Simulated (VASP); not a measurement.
# Be3Te4 (Pmn2_1) in VASP: single point with PBE

Aim: the single point of Be3Te4 with PBE.

Everything below comes from runs of VASP 6.6.1. Logs are shortened: lines on timing, memory, paths and dates and some standing lists are left out, and cuts for length are marked.

**1. The cell of the first run**

Symmetry: Pmn2_1, No. 31, orthorhombic system. Conventional cell: a = 6.717 Å, b = 7.420 Å, c = 6.857 Å, α = 90.00°, β = 90.00°, γ = 90.00°. Within 3.2 Å of Be (site symmetry m) lie 4 Te at 2.43 to 2.47 Å. Be (site symmetry 1) has 4 Te at 2.42 to 2.49 Å within 3.2 Å. Within 3.2 Å of Te (site symmetry m) lie 3 Be at 2.46 to 2.49 Å. Within 3.5 Å of Te (site symmetry 1) lie 3 Be at 2.42 to 2.47 Å and 2 Te at 3.30 to 3.42 Å. Within 3.2 Å of Te (site symmetry m) lie 3 Be at 2.43 to 2.47 Å.

**2. Single point, PBE (atoms taken out)**

INCAR reads:

```
SYSTEM = Be3Te4
PREC = Accurate
ENCUT = 520
EDIFF = 1E-7
ISMEAR = 0
SIGMA = 0.1
LREAL = .FALSE.
LASPH = .TRUE.
NELM = 60
ALGO = Normal
ISIF = 2
LWAVE = .FALSE.
LCHARG = .TRUE.
GGA = PE
LELF = .TRUE.
LVHAR = .TRUE.
NBANDS = 43
```

KPOINTS reads:

```
regular mesh
0
G
  6 4 6
  0 0 0
```

POSCAR reads:

```
Be3Te4
1.0
    6.7171399958      0.0000000000      0.0000000000
    0.0000000000      7.4195514224      0.0000000000
    0.0000000000      0.0000000000      6.8570841121
Be Te
6 8
Direct
    0.5000000000      0.8447414146      0.0159300278
    0.2509354816      0.3504302568      0.0090557654
    0.7490645184      0.3504302568      0.0090557654
    0.0000000000      0.1552585854      0.5159300278
    0.2490645184      0.6495697432      0.5090557654
    0.7509354816      0.6495697432      0.5090557654
    0.5000000000      0.1435307490      0.8612610149
    0.7454950951      0.3513115460      0.3649262736
    0.2545049049      0.3513115460      0.3649262736
    0.0000000000      0.8564692510      0.3612610149
    0.2454950951      0.6486884540      0.8649262736
    0.7545049049      0.6486884540      0.8649262736
    0.0000000000      0.1436215831      0.8698448793
    0.5000000000      0.8563784169      0.3698448793
```

Potentials or basis: VASP PAW PBE potentials, release 64 (Be, Te).

Launch:

```bash
cat potpaw_PBE.64/Be/POTCAR potpaw_PBE.64/Te/POTCAR > POTCAR
mpirun -np 1 vasp_std > vasp.out
```

OUTCAR:

```text
SYSTEM = Be3Te4
   PREC = Accurate
   ENCUT = 520
   EDIFF = 1E-7
   ISMEAR = 0
   LREAL = .FALSE.
   LASPH = .TRUE.
   NELM = 60
   ISIF = 2
   GGA = PE

 ion  position               nearest neighbor table
   1  0.500  0.845  0.016-  14 2.43   7 2.46  12 2.47  11 2.47
   2  0.251  0.350  0.009-  11 2.42   9 2.44  13 2.47   7 2.49
   3  0.749  0.350  0.009-  12 2.42   8 2.44  13 2.47   7 2.49
   4  0.000  0.155  0.516-  13 2.43  10 2.46   8 2.47   9 2.47
   5  0.249  0.650  0.509-   9 2.42  11 2.44  14 2.47  10 2.49
   6  0.751  0.650  0.509-   8 2.42  12 2.44  14 2.47  10 2.49
   7  0.500  0.144  0.861-   1 2.46   2 2.49   3 2.49  13 3.36  13 3.36
   8  0.745  0.351  0.365-   6 2.42   3 2.44   4 2.47   9 3.30   9 3.42
   9  0.255  0.351  0.365-   5 2.42   2 2.44   4 2.47   8 3.30   8 3.42
  10  0.000  0.856  0.361-   4 2.46   5 2.49   6 2.49  14 3.36  14 3.36
  11  0.245  0.649  0.865-   2 2.42   5 2.44   1 2.47  12 3.30  12 3.42
  12  0.755  0.649  0.865-   3 2.42   6 2.44   1 2.47  11 3.30  11 3.42
  13  0.000  0.144  0.870-   4 2.43   3 2.47   2 2.47   7 3.36   7 3.36
  14  0.500  0.856  0.370-   1 2.43   5 2.47   6 2.47  10 3.36  10 3.36

  LATTYP: Found a simple orthorhombic cell.
 ALAT       =     6.7171399958
 B/A-ratio  =     1.0208338841
 C/A-ratio  =     1.1045700145

  Lattice vectors:

 A1 = (  -6.7171399958,   0.0000000000,   0.0000000000)
 A2 = (   0.0000000000,   0.0000000000,   6.8570841121)
 A3 = (   0.0000000000,   7.4195514224,   0.0000000000)

Analysis of symmetry for initial positions (statically):
=====================================================================
 Subroutine PRICEL returns:
 Original cell was already a primitive cell.

 Routine SETGRP: Setting up the symmetry group for a
 simple orthorhombic supercell.

 Subroutine GETGRP returns: Found  4 space group operations
 (whereof  2 operations were pure point group operations)
 out of a pool of  8 trial point group operations.

The static configuration has the point symmetry C_1h.
 The point group associated with its full space group is C_2v.

Analysis of symmetry for dynamics (positions and initial velocities):
=====================================================================
 Subroutine PRICEL returns:
 Original cell was already a primitive cell.

 Routine SETGRP: Setting up the symmetry group for a
 simple orthorhombic supercell.

 Subroutine GETGRP returns: Found  4 space group operations
 (whereof  2 operations were pure point group operations)
 out of a pool of  8 trial point group operations.

The dynamic configuration has the point symmetry C_1h.
 The point group associated with its full space group is C_2v.

 Subroutine INISYM returns: Found  4 space group operations
 (whereof  2 operations are pure point group operations),
 and found     1 'primitive' translations

----------------------------------------------------------------------------------------

                                     Primitive cell

  volume of cell :     341.7445

  direct lattice vectors                    reciprocal lattice vectors
     6.717139996  0.000000000  0.000000000     0.148872883  0.000000000  0.000000000
     0.000000000  7.419551422  0.000000000     0.000000000  0.134779038  0.000000000
     0.000000000  0.000000000  6.857084112     0.000000000  0.000000000  0.145834583

  length of vectors
     6.717139996  7.419551422  6.857084112     0.148872883  0.134779038  0.145834583

  position of ions in fractional coordinates (direct lattice)
     0.500000000  0.844741415  0.015930028
     0.250935482  0.350430257  0.009055765
     0.749064518  0.350430257  0.009055765
     0.000000000  0.155258585  0.515930028
     0.249064518  0.649569743  0.509055765
     0.750935482  0.649569743  0.509055765
     0.500000000  0.143530749  0.861261015
     0.745495095  0.351311546  0.364926274
     0.254504905  0.351311546  0.364926274
     0.000000000  0.856469251  0.361261015
     0.245495095  0.648688454  0.864926274
     0.754504905  0.648688454  0.864926274
     0.000000000  0.143621583  0.869844879
     0.500000000  0.856378417  0.369844879

  ion indices of the primitive-cell ions
   primitive index   ion index
                 1           1
                 2           2
                 3           3
                 4           4
                 5           5
                 6           6
                 7           7
                 8           8
                 9           9
                10          10
                11          11
                12          12
                13          13
                14          14

----------------------------------------------------------------------------------------

 KPOINTS: regular mesh

Automatic generation of k-mesh.
 Grid dimensions read from file:
 generate k-points for:    6    4    6

 Generating k-lattice:

  Cartesian coordinates                     Fractional coordinates (reciprocal lattice)
     0.024812147  0.000000000  0.000000000     0.166666667  0.000000000  0.000000000
     0.000000000  0.033694759  0.000000000     0.000000000  0.250000000  0.000000000
     0.000000000  0.000000000  0.024305764     0.000000000  0.000000000  0.166666667

  Length of vectors
     0.024812147  0.033694759  0.024305764

  Shift w.r.t. Gamma in fractional coordinates (k-lattice)
     0.000000000  0.000000000  0.000000000

 Subroutine IBZKPT returns following result:
 ===========================================

 Found     48 irreducible k-points:

 Following reciprocal coordinates:
            Coordinates               Weight
  0.000000  0.000000  0.000000      1.000000
  0.166667  0.000000  0.000000      2.000000
  0.333333  0.000000  0.000000      2.000000
  0.500000  0.000000  0.000000      1.000000
  0.000000  0.250000  0.000000      2.000000
  0.166667  0.250000  0.000000      4.000000
[... 16 lines left out ...]
  0.333333  0.500000  0.166667      4.000000
  0.500000  0.500000  0.166667      2.000000
 [... further k-points ...]
   k-points           NKPTS =     48   k-points in BZ     NKDIM =     48   number of bands    NBANDS=     43
   number of dos      NEDOS =    301   number of ions     NIONS =     14
   total plane-waves  NPLWV = 151200
   dimension x,y,z NGX =    50 NGY =   56 NGZ =   54
   dimension x,y,z NGXF=   100 NGYF=  112 NGZF=  108
   ions per type =               6   8
   NGX,Y,Z   is equivalent  to a cutoff of  12.37, 12.55, 13.09 a.u.
   NGXF,Y,Z  is equivalent  to a cutoff of  24.75, 25.10, 26.18 a.u.
 SYSTEM =  Be3Te4
   PREC   = accura    normal or accurate (medium, high low for compatibility)
   ISTART =      0    job   : 0-new  1-cont  2-samecut
   ICHARG =      2    charge: 1-file 2-atom 10-const
   ISPIN  =      1    spin polarized calculation?
   LNONCOLLINEAR =      F non collinear calculations
   LSORBIT =      F    spin-orbit coupling
   LASPH  =      T    aspherical Exc in radial PAW
   ENCUT  =  520.0 eV  38.22 Ry    6.18 a.u.  12.49 13.80 12.75*2*pi/ulx,y,z
   NELM   =     60;   NELMIN=  2; NELMDL= -5     # of ELM steps
   EDIFF  = 0.1E-06   stopping-criterion for ELM
   LREAL  =      F    real-space projection
   EDIFFG = 0.1E-05   stopping-criterion for IOM
   NSW    =      0    number of steps for IOM
   IBRION =     -1    ionic relax: 0-MD 1-quasi-New 2-CG
   NFREE  =      0    steps in history (QN), initial steepest desc. (CG)
   ISIF   =      2    stress and relaxation
   ISYM   =      2    0-nonsym 1-usesym 2-fastsym
   POTIM  = 0.5000    time-step for ionic-motion
   TEBEG  =    0.0;   TEEND  =   0.0 temperature during run
   PSTRESS=    0.0 pullay stress
   NELECT =      60.0000    total number of electrons
   NUPDOWN=      -1.0000    fix difference up-down
   EMIN   =  10.00;   EMAX   =-10.00  energy-range for DOS
   EFERMI =   0.00;   METHOD = LEGACY
   ISMEAR =     0;   SIGMA  =   0.10  broadening in eV -4-tet -1-fermi 0-gaus
   EFERMI_NEDOS =   21; number of points for ismear=-14 and -15
   IALGO  =     38    algorithm
   IMIX   =      4    mixing-type and parameters
     AMIX     =   0.40;   BMIX     =  1.00
     AMIX_MAG =   1.60;   BMIX_MAG =  1.00
  volume/ion in A,a.u.               =      24.41       164.73
  Fermi-wavevector in a.u.,A,eV,Ry     =   0.916695  1.732302 11.433373  0.840329
  Thomas-Fermi vector in A             =   2.041579
   LORBIT       =      0    0 simple, 1 ext, 2 COOP (PROOUT), +10 PAW based schemes
   GGA     = PE    functional components
   LHFCALC =     F    Hartree Fock is set to
   AEXX    =    0.0000 exact exchange contribution
   IVDW    =     0    specifies the selected vdW correction
   LEPSILON=     F    determine dielectric tensor
   LRPA    =     F    only Hartree local field effects (RPA)
 non-spin polarized calculation
 Gauss-broadening in eV      SIGMA  =   0.10
  energy-cutoff  :      520.00
  volume of cell :      341.74
 maximum number of plane-waves:      9243
 NGX is ok and might be reduce to    50
   NGX = 25   NGY = 27   NGZ = 25

 number of electron      60.0000001 magnetization

 Free energy of the ion-electron system (eV)
  ---------------------------------------------------
  ext. energy  EPLUGINS =         0.00000000
  ---------------------------------------------------
  free energy    TOTEN  =       -49.66776237 eV

  energy without entropy =      -49.65164881  energy(sigma->0) =      -49.65970559

 E-fermi :   5.0531     XC(G=0):  -9.0331

 val. band max:        5.0466972227   @ k =   0.1667   0.2500   0.3333
 cond. band min:       5.0571798062   @ k =   0.3333   0.5000   0.0000
 fundamental gap:      0.0104825836
 Fermi energy:         5.0530943940

 k-point     1 :       0.0000    0.0000    0.0000
  band No.  band energies     occupation
      1      -7.3962      2.00000
      2      -6.3890      2.00000
      3      -6.3354      2.00000
      4      -6.0486      2.00000
      5      -5.4961      2.00000
      6      -5.2358      2.00000
[... 34 lines left out ...]
     41       9.8803      0.00000
     42       9.9002      0.00000

 k-point     2 :       0.1667    0.0000    0.0000
  band No.  band energies     occupation
      1      -7.3210      2.00000
      2      -6.3226      2.00000
      3      -6.2643      2.00000
      4      -5.9864      2.00000
      5      -5.7971      2.00000
      6      -5.1733      2.00000
[... 34 lines left out ...]
     41       9.6360      0.00000
     42       9.7394      0.00000

 k-point     3 :       0.3333    0.0000    0.0000
  band No.  band energies     occupation
      1      -7.0995      2.00000
      2      -6.3076      2.00000
      3      -6.1030      2.00000
      4      -6.0467      2.00000
      5      -5.8096      2.00000
      6      -5.4459      2.00000
[... 34 lines left out ...]
     41       9.4466      0.00000
     42       9.7710      0.00000

 k-point     4 :       0.5000    0.0000    0.0000
  band No.  band energies     occupation
      1      -6.7467      2.00000
      2      -6.7467      2.00000
      3      -5.8075      2.00000
      4      -5.8075      2.00000
      5      -5.7236      2.00000
      6      -5.7236      2.00000
[... 844 lines left out ...]
     41       9.6274      0.00000
     42       9.8114      0.00000

 k-point    23 :       0.3333    0.5000    0.1667
  band No.  band energies     occupation
      1      -6.7395      2.00000
      2      -6.5893      2.00000
      3      -6.0068      2.00000
      4      -5.9857      2.00000
      5      -5.9214      2.00000
      6      -5.8009      2.00000
[... 34 lines left out ...]
     41       9.5490      0.00000
     42       9.6538      0.00000

 k-point    24 :       0.5000    0.5000    0.1667
  band No.  band energies     occupation
      1      -6.4252      2.00000
      2      -6.4252      2.00000
      3      -6.2225      2.00000
      4      -6.2225      2.00000
      5      -5.7128      2.00000
      6      -5.7128      2.00000
[... 34 lines left out ...]
     41       9.6092      0.00000
     42       9.6093      0.00000

 [... further k-points ...]

 [bands above 42 left out]

------------------------ aborting loop because EDIFF is reached ----------------------------------------

  FORCE on cell =-STRESS in cart. coord.  units (eV):
  Direction    XX          YY          ZZ          XY          YZ          ZX
  --------------------------------------------------------------------------------------
  -------------------------------------------------------------------------------------
  Total        0.1134548      0.2226346      0.2431287      0.0000000      0.0000000      0.0000000
  in kB        0.5319022      1.0437624      1.1398438      0.0000000      0.0000000      0.0000000
  external PRESSURE =       0.9051695 kB  Pullay stress =       0.0000000 kB

 VOLUME and BASIS-vectors are now :
 -----------------------------------------------------------------------------
  energy-cutoff  :      520.00
  volume of cell :      341.74
      direct lattice vectors                 reciprocal lattice vectors
     6.717139996  0.000000000  0.000000000     0.148872883  0.000000000  0.000000000
     0.000000000  7.419551422  0.000000000     0.000000000  0.134779038  0.000000000
     0.000000000  0.000000000  6.857084112     0.000000000  0.000000000  0.145834583

 POSITION                                       TOTAL-FORCE (eV/Angst)
 -----------------------------------------------------------------------------------
      3.35857      6.26760      0.10923         0.000000     -0.000317     -0.003355
      1.68557      2.60004      0.06210         0.004634     -0.000943      0.000377
      5.03157      2.60004      0.06210        -0.004634     -0.000943      0.000377
      0.00000      1.15195      3.53778         0.000000      0.000317     -0.003355
      1.67300      4.81952      3.49064        -0.004634      0.000943      0.000377
      5.04414      4.81952      3.49064         0.004634      0.000943      0.000377
      3.35857      1.06493      5.90574         0.000000      0.001833     -0.011456
      5.00759      2.60657      2.50233        -0.008589     -0.007083      0.004026
      1.70955      2.60657      2.50233         0.008589     -0.007083      0.004026
      0.00000      6.35462      2.47720         0.000000     -0.001833     -0.011456
      1.64902      4.81298      5.93087        -0.008589      0.007083      0.004026
      5.06812      4.81298      5.93087         0.008589      0.007083      0.004026
      0.00000      1.06561      5.96460         0.000000     -0.013428      0.006004
      3.35857      6.35394      2.53606         0.000000      0.013428      0.006004
 -----------------------------------------------------------------------------------
    total drift:                               -0.000000      0.000000     -0.000192

  FREE ENERGIE OF THE ION-ELECTRON SYSTEM (eV)
  ---------------------------------------------------
  free  energy   TOTEN  =       -49.6677623652 eV

  energy  without entropy=      -49.6516488140  energy(sigma->0) =      -49.65970559
```

It took 18 min on 1 thread of Intel Xeon 6975P-C (Granite Rapids), shared host; peak memory 0.71 GiB.

What came out:

| Item | Value |
| --- | --- |
| Free energy | -49.6678 eV |
| Pressure | 0.1 GPa |
| Largest force | 0.015 eV/Å |
| Band gap on the k mesh | zero (bands 30 and 31 overlap by 2.47 eV) |

Forces on the atoms (eV/Å):
```
Be   0.000  0.000 -0.003
Be   0.005 -0.001  0.000
Be  -0.005 -0.001  0.000
Be   0.000  0.000 -0.003
Be  -0.005  0.001  0.000
Be   0.005  0.001  0.000
Te   0.000  0.002 -0.011
Te  -0.009 -0.007  0.004
Te   0.009 -0.007  0.004
Te   0.000 -0.002 -0.011
Te  -0.009  0.007  0.004
Te   0.009  0.007  0.004
Te   0.000 -0.013  0.006
Te   0.000  0.013  0.006
```

Levels at points of the mesh, in eV from the Fermi level:
| k point | band 27 | band 28 | band 29 | band 30 | band 31 | band 32 | band 33 | band 34 |
| --- | --- | --- | --- | --- | --- | --- | --- | --- |
| (0.00, 0.00, 0.00) | -0.51 | -0.39 | 0.33 | 1.27 | 1.81 | 2.21 | 2.51 | 2.62 |
| (0.50, 0.00, 0.00) | -0.93 | -0.93 | -0.54 | -0.54 | -0.26 | -0.26 | 2.73 | 2.73 |
| (0.00, 0.50, 0.00) | -1.07 | -0.90 | 0.67 | 0.85 | 1.75 | 1.92 | 2.30 | 2.33 |
| (0.50, 0.50, 0.00) | -1.14 | -1.14 | -0.94 | -0.94 | -0.82 | -0.82 | 2.91 | 2.91 |
| (0.00, 0.00, 0.50) | -0.88 | -0.88 | 0.79 | 0.79 | 1.90 | 1.90 | 2.45 | 2.45 |
| (0.50, 0.00, 0.50) | -1.16 | -1.16 | -0.93 | -0.93 | -0.70 | -0.70 | 2.85 | 2.85 |
| (0.00, 0.50, 0.50) | -1.02 | -1.02 | 0.98 | 0.98 | 1.49 | 1.49 | 2.41 | 2.41 |
| (0.50, 0.50, 0.50) | -1.54 | -1.54 | -1.38 | -1.38 | -1.21 | -1.21 | 3.62 | 3.62 |

Caveat: the cell differs from its parent crystal (atoms taken out); spin-orbit coupling is left out, which moves the levels of the heavy elements.
